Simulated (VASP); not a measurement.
# Cu (P2/m) in VASP: further runs

Cu is run at these levels: PBEsol+D4; tasks: single point.

All numbers are computed with VASP 6.6.1; they aren't measurements. Logs are shortened: lines on timing, memory, paths and dates and some standing lists are left out, and cuts for length are marked.

## (1) The cell of the first run

The structure is monoclinic, space group P2/m (No. 10). The conventional cell has a = 11.570 Å, b = 2.238 Å, c = 22.224 Å, α = 90.00°, β = 101.93°, γ = 90.00°. Within 3.0 Å of Cu (site symmetry 2/m) lie 2 Cu at 2.24 Å.

## (2) Single point, PBEsol+D4

File INCAR:

```
SYSTEM = Cu
ALGO     = Normal         ! electronic algorithm
EDIFF    = 1E-6           ! SCF threshold, eV
ENCUT    = 520            ! plane-wave cutoff, eV
GGA      = PS             ! functional
ISIF     = 2              ! what is computed and relaxed
ISMEAR   = 0              ! smearing method
IVDW     = 13             ! dispersion correction
LASPH    = .True.         ! aspherical terms in the spheres
LCHARG   = .True.         ! write CHGCAR
LELF     = .True.         ! ELF
LREAL    = .False.        ! projectors in reciprocal space
LVHAR    = .True.       
LWAVE    = .False.        ! write WAVECAR
NBANDS   = 12             ! bands
NELM     = 80             ! most SCF steps
PREC     = Accurate       ! precision mode
SIGMA    = 0.15           ! smearing width, eV
```

File KPOINTS:

```
k-points
0
Gamma
  3 13 2
  0 0 0
```

File POSCAR:

```
Cu
1.0
   11.5702540000      0.0000000000      0.0000000000
    0.0000000000      2.2382120000      0.0000000000
   -4.5956240000      0.0000000000     21.7433880000
Cu
1
Direct
    0.5000000000      0.5000000000      0.5000000000
```

Potentials or basis: VASP PAW PBE potentials, release 64 (Cu).

The run is started by

```console
cat potpaw_PBE.64/Cu/POTCAR > POTCAR
mpirun -np 1 vasp_std > vasp.out
```

OUTCAR:

```text
SYSTEM = Cu
   EDIFF = 1E-6
   ENCUT = 520
   GGA = PS
   ISIF = 2
   ISMEAR = 0
   IVDW = 13
   LASPH = .True.
   LREAL = .False.
   NELM = 80
   PREC = Accurate

 ion  position               nearest neighbor table
   1  0.500  0.500  0.500-

  LATTYP: Found a simple monoclinic cell.
 ALAT       =    11.5702540000
 B/A-ratio  =     0.1934453643
 C/A-ratio  =     1.9207652137
 COS(beta)  =    -0.2067889433

  Lattice vectors:

 A1 = (  11.5702540000,   0.0000000000,   0.0000000000)
 A2 = (   0.0000000000,   2.2382120000,   0.0000000000)
 A3 = (  -4.5956240000,   0.0000000000,  21.7433880000)

Analysis of symmetry for initial positions (statically):
=====================================================================
 Subroutine PRICEL returns:
 Original cell was already a primitive cell.

 Routine SETGRP: Setting up the symmetry group for a
 simple monoclinic supercell.

 Subroutine GETGRP returns: Found  4 space group operations
 (whereof  4 operations were pure point group operations)
 out of a pool of  4 trial point group operations.

The static configuration has the point symmetry C_2h.

Analysis of symmetry for dynamics (positions and initial velocities):
=====================================================================
 Subroutine PRICEL returns:
 Original cell was already a primitive cell.

 Routine SETGRP: Setting up the symmetry group for a
 simple monoclinic supercell.

 Subroutine GETGRP returns: Found  4 space group operations
 (whereof  4 operations were pure point group operations)
 out of a pool of  4 trial point group operations.

The dynamic configuration has the point symmetry C_2h.

 Subroutine INISYM returns: Found  4 space group operations
 (whereof  4 operations are pure point group operations),
 and found     1 'primitive' translations

----------------------------------------------------------------------------------------

                                     Primitive cell

  volume of cell :     563.0816

  direct lattice vectors                    reciprocal lattice vectors
    11.570254000  0.000000000  0.000000000     0.086428526  0.000000000  0.018267301
     0.000000000  2.238212000  0.000000000     0.000000000  0.446785202  0.000000000
    -4.595624000  0.000000000 21.743388000     0.000000000  0.000000000  0.045990993

  length of vectors
    11.570254000  2.238212000 22.223741397     0.088337899  0.446785202  0.045990993

  position of ions in fractional coordinates (direct lattice)
     0.500000000  0.500000000  0.500000000

  ion indices of the primitive-cell ions
   primitive index   ion index
                 1           1

----------------------------------------------------------------------------------------

 KPOINTS: k-points

Automatic generation of k-mesh.
 Grid dimensions read from file:
 generate k-points for:    3   13    2

 Generating k-lattice:

  Cartesian coordinates                     Fractional coordinates (reciprocal lattice)
     0.028809509  0.000000000  0.006089100     0.333333333  0.000000000  0.000000000
     0.000000000  0.034368092  0.000000000     0.000000000  0.076923077  0.000000000
     0.000000000  0.000000000  0.022995496     0.000000000  0.000000000  0.500000000

  Length of vectors
     0.029445966  0.034368092  0.022995496

  Shift w.r.t. Gamma in fractional coordinates (k-lattice)
     0.000000000  0.000000000  0.000000000

 Subroutine IBZKPT returns following result:
 ===========================================

 Found     28 irreducible k-points:

 Following reciprocal coordinates:
            Coordinates               Weight
  0.000000  0.000000  0.000000      1.000000
  0.333333  0.000000  0.000000      2.000000
  0.000000  0.076923  0.000000      2.000000
  0.333333  0.076923  0.000000      4.000000
  0.000000  0.153846  0.000000      2.000000
  0.333333  0.153846  0.000000      4.000000
[... 16 lines left out ...]
  0.000000  0.307692  0.500000      2.000000
  0.333333  0.307692  0.500000      4.000000
 [... further k-points ...]
   k-points           NKPTS =     28   k-points in BZ     NKDIM =     28   number of bands    NBANDS=     12
   number of dos      NEDOS =    301   number of ions     NIONS =      1
   total plane-waves  NPLWV = 272160
   dimension x,y,z NGX =    90 NGY =   18 NGZ =  168
   dimension x,y,z NGXF=   180 NGYF=   36 NGZF=  336
   ions per type =               1
   NGX,Y,Z   is equivalent  to a cutoff of  12.93, 13.37, 12.57 a.u.
   NGXF,Y,Z  is equivalent  to a cutoff of  25.86, 26.74, 25.13 a.u.
 SYSTEM =  Cu
   PREC   = accura    normal or accurate (medium, high low for compatibility)
   ISTART =      0    job   : 0-new  1-cont  2-samecut
   ICHARG =      2    charge: 1-file 2-atom 10-const
   ISPIN  =      1    spin polarized calculation?
   LNONCOLLINEAR =      F non collinear calculations
   LSORBIT =      F    spin-orbit coupling
   LASPH  =      T    aspherical Exc in radial PAW
   ENCUT  =  520.0 eV  38.22 Ry    6.18 a.u.  21.51  4.16 41.32*2*pi/ulx,y,z
   NELM   =     80;   NELMIN=  2; NELMDL= -5     # of ELM steps
   EDIFF  = 0.1E-05   stopping-criterion for ELM
   LREAL  =      F    real-space projection
   EDIFFG = 0.1E-04   stopping-criterion for IOM
   NSW    =      0    number of steps for IOM
   IBRION =     -1    ionic relax: 0-MD 1-quasi-New 2-CG
   NFREE  =      0    steps in history (QN), initial steepest desc. (CG)
   ISIF   =      2    stress and relaxation
   ISYM   =      2    0-nonsym 1-usesym 2-fastsym
   POTIM  = 0.5000    time-step for ionic-motion
   TEBEG  =    0.0;   TEEND  =   0.0 temperature during run
   PSTRESS=    0.0 pullay stress
   NELECT =      11.0000    total number of electrons
   NUPDOWN=      -1.0000    fix difference up-down
   EMIN   =  10.00;   EMAX   =-10.00  energy-range for DOS
   EFERMI =   0.00;   METHOD = LEGACY
   ISMEAR =     0;   SIGMA  =   0.15  broadening in eV -4-tet -1-fermi 0-gaus
   EFERMI_NEDOS =   21; number of points for ismear=-14 and -15
   IALGO  =     38    algorithm
   IMIX   =      4    mixing-type and parameters
     AMIX     =   0.40;   BMIX     =  1.00
     AMIX_MAG =   1.60;   BMIX_MAG =  1.00
  volume/ion in A,a.u.               =     563.08      3799.86
  Fermi-wavevector in a.u.,A,eV,Ry     =   0.440909  0.833197  2.644978  0.194400
  Thomas-Fermi vector in A             =   1.415886
   LORBIT       =      0    0 simple, 1 ext, 2 COOP (PROOUT), +10 PAW based schemes
   GGA     = PS    functional components
   LHFCALC =     F    Hartree Fock is set to
   AEXX    =    0.0000 exact exchange contribution
   IVDW    =    13    specifies the selected vdW correction
   LEPSILON=     F    determine dielectric tensor
   LRPA    =     F    only Hartree local field effects (RPA)
 non-spin polarized calculation
 Gauss-broadening in eV      SIGMA  =   0.15
  energy-cutoff  :      520.00
  volume of cell :      563.08
 maximum number of plane-waves:     15238
 NGX is ok and might be reduce to    90
   NGX = 43   NGY =  9   NGZ = 83

 number of electron      11.0000002 magnetization

 Free energy of the ion-electron system (eV)
  ---------------------------------------------------
  ext. energy  EPLUGINS =         0.00000000
  ---------------------------------------------------
  free energy    TOTEN  =        -1.95744229 eV

  energy without entropy =       -1.94411111  energy(sigma->0) =       -1.95077670

 E-fermi :  -5.0288     XC(G=0):  -0.7455

 val. band max:       -5.1223085425   @ k =   0.0000   0.0000   0.0000
 cond. band min:      -4.4822592993   @ k =   0.0000   0.3077   0.0000
 fundamental gap:      0.6400492432
 Fermi energy:        -5.0288131355

 k-point     1 :       0.0000    0.0000    0.0000
  band No.  band energies     occupation
      1      -8.6289      2.00000
      2      -6.2196      2.00000
      3      -6.0037      2.00000
      4      -6.0037      2.00000
      5      -5.1223      1.62195
      6      -5.1223      1.62194
      7      -2.1220      0.00000
      8      -2.1151      0.00000
      9       0.0303      0.00000
     10       0.4308      0.00000
     11       0.5134      0.00000
     12       0.9709      0.00000

 k-point     2 :       0.3333    0.0000    0.0000
  band No.  band energies     occupation
      1      -8.6289      2.00000
      2      -6.2196      2.00000
      3      -6.0037      2.00000
      4      -6.0037      2.00000
      5      -5.1223      1.62196
      6      -5.1223      1.62195
      7      -2.1245      0.00000
      8      -2.1210      0.00000
      9       0.2056      0.00000
     10       0.5127      0.00000
     11       0.6590      0.00000
     12       0.6700      0.00000

 k-point     3 :       0.0000    0.0769    0.0000
  band No.  band energies     occupation
      1      -8.4122      2.00000
      2      -6.1325      2.00000
      3      -5.9792      2.00000
      4      -5.9792      2.00000
      5      -5.2885      1.98565
      6      -5.2885      1.98565
      7      -1.8595      0.00000
      8      -1.8520      0.00000
      9       0.2050      0.00000
     10       0.6075      0.00000
     11       0.6952      0.00000
     12       1.1466      0.00000
[... 286 lines left out ...]
 k-point    23 :       0.0000    0.3077    0.5000
  band No.  band energies     occupation
      1      -6.5105      2.00000
      2      -6.5105      2.00000
      3      -5.9460      2.00000
      4      -5.7145      2.00000
      5      -5.7145      2.00000
      6      -4.4823      0.00000
      7       1.1996      0.00000
      8       1.2126      0.00000
      9       2.8435      0.00000
     10       3.1404      0.00000
     11       3.5709      0.00000
     12       3.7944      0.00000

 k-point    24 :       0.3333    0.3077    0.5000
  band No.  band energies     occupation
      1      -6.5105      2.00000
      2      -6.5105      2.00000
      3      -5.9460      2.00000
      4      -5.7145      2.00000
      5      -5.7145      2.00000
      6      -4.4822      0.00000
      7       1.1948      0.00000
      8       1.2017      0.00000
      9       3.0246      0.00000
     10       3.2626      0.00000
     11       3.5191      0.00000
     12       3.6057      0.00000

 [... further k-points ...]

------------------------ aborting loop because EDIFF is reached ----------------------------------------

  DFT-D4 for vdW energy calculation

  Edisp (eV):   -0.01877

  FORCE on cell =-STRESS in cart. coord.  units (eV):
  Direction    XX          YY          ZZ          XY          YZ          ZX
  --------------------------------------------------------------------------------------
  -------------------------------------------------------------------------------------
  Total      -0.00965     0.25254    -0.00560     0.00000     0.00000    -0.00046
  in kB      -0.02747     0.71858    -0.01593     0.00000     0.00000    -0.00132
  external pressure =        0.23 kB  Pullay stress =        0.00 kB

 VOLUME and BASIS-vectors are now :
 -----------------------------------------------------------------------------
  energy-cutoff  :      520.00
  volume of cell :      563.08
      direct lattice vectors                 reciprocal lattice vectors
    11.570254000  0.000000000  0.000000000     0.086428526  0.000000000  0.018267301
     0.000000000  2.238212000  0.000000000     0.000000000  0.446785202  0.000000000
    -4.595624000  0.000000000 21.743388000     0.000000000  0.000000000  0.045990993

 POSITION                                       TOTAL-FORCE (eV/Angst)
 -----------------------------------------------------------------------------------
      3.48732      1.11911     10.87169         0.000000      0.000000      0.000000
 -----------------------------------------------------------------------------------
    total drift:                                0.000000     -0.000000     -0.000000

  FREE ENERGIE OF THE ION-ELECTRON SYSTEM (eV)
  ---------------------------------------------------
  free  energy   TOTEN  =        -1.9762093107 eV

  energy  without entropy=       -1.9628781375  energy(sigma->0) =       -1.96954372
```

It took 2.2 min on 1 thread of Intel Xeon 6975P-C (Granite Rapids), shared host; peak memory 0.66 GiB.

What came out:

```yaml
Free_energy: -1.9762 eV
Pressure: 0.0 GPa
Dispersion_energy_per_atom: -0.019 eV
```

Levels at points of the mesh, in eV from the Fermi level:
```
           k point  band 4  band 5  band 6  band 7  band 8  band 9
(0.00, 0.00, 0.00)   -0.97   -0.09   -0.09    2.91    2.91    5.06
(0.00, 0.00, 0.50)   -0.97   -0.09   -0.09    2.91    2.91    5.08
```

Caveat: the PAW data sets were made with another functional, which shifts forces and pressure a little; pairwise dispersion overbinds metals, which lowers pressure and volume.

(Part 1 of 2 ends here.)
